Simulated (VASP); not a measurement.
Crystal: Li2RuN2.

```
Li Ru N
1.0
     3.16423    0.00000    0.00000
    -1.58212    2.74031    0.00000
     0.00000    0.00000    5.21145
Li Ru N
2 1 2
Direct
  0.66667 0.33333 0.36018
  0.33333 0.66667 0.63982
  0.00000 0.00000 0.00000
  0.66667 0.33333 0.78699
  0.33333 0.66667 0.21301
```

| Property | Result |
| --- | --- |
| Program | VASP 6.6.1 |
| Task | relaxation of cell and atoms |
| Functional | PBEsol |
| Potentials or basis | VASP PAW PBE potentials, release 64 (Li_sv, Ru_pv, N) |
| Cutoff | 600 eV |
| k mesh | 8 × 8 × 4 |
| Occupations | fermi-dirac, width 0.05 eV |
| Spin | no spin polarisation |

At the start: pressure -8.6 GPa; volume 9.04 Å³/atom.

**Question.** Where does the relaxation end?

**Answer.** Over 8 steps the energy falls by 11.9 meV/atom and the volume is 8.66 Å³/atom (-4.2 %); space group P-3m1 (No. 164, to 0.05 Å).

The path:
```csv
step,energy change (eV),largest force (eV/Å),pressure (GPa),volume (Å³)
1,0.0000,0.4882,-8.59,45.19
2,-0.0253,0.4772,7.34,42.09
3,-0.0589,0.0310,-0.10,43.38
4,-0.0589,0.0429,0.07,43.34
5,-0.0591,0.0132,-0.12,43.36
6,-0.0591,0.0061,-0.27,43.38
7,-0.0592,0.0069,-0.13,43.33
8,-0.0593,0.0077,0.05,43.28
```

Final structure:
```yaml
crystal:
  lattice:
    - [3.11107, 0.00000, 0.00000]
    - [-1.55554, 2.69427, 0.00000]
    - [0.00000, 0.00000, 5.16368]
  atoms:
    - { symbol: Li, position: [0.66667, 0.33333, 0.35992] }
    - { symbol: Li, position: [0.33333, 0.66667, 0.64008] }
    - { symbol: Ru, position: [0.00000, 0.00000, 0.00000] }
    - { symbol: N, position: [0.66667, 0.33333, 0.78861] }
    - { symbol: N, position: [0.33333, 0.66667, 0.21139] }
```

Caveat: the cutoff is under 1.25 times the usual one of these potentials, so pressure, stress and relaxed cells hold a basis-set (Pulay) error; the PAW data sets were made with another functional, which shifts forces and pressure a little.
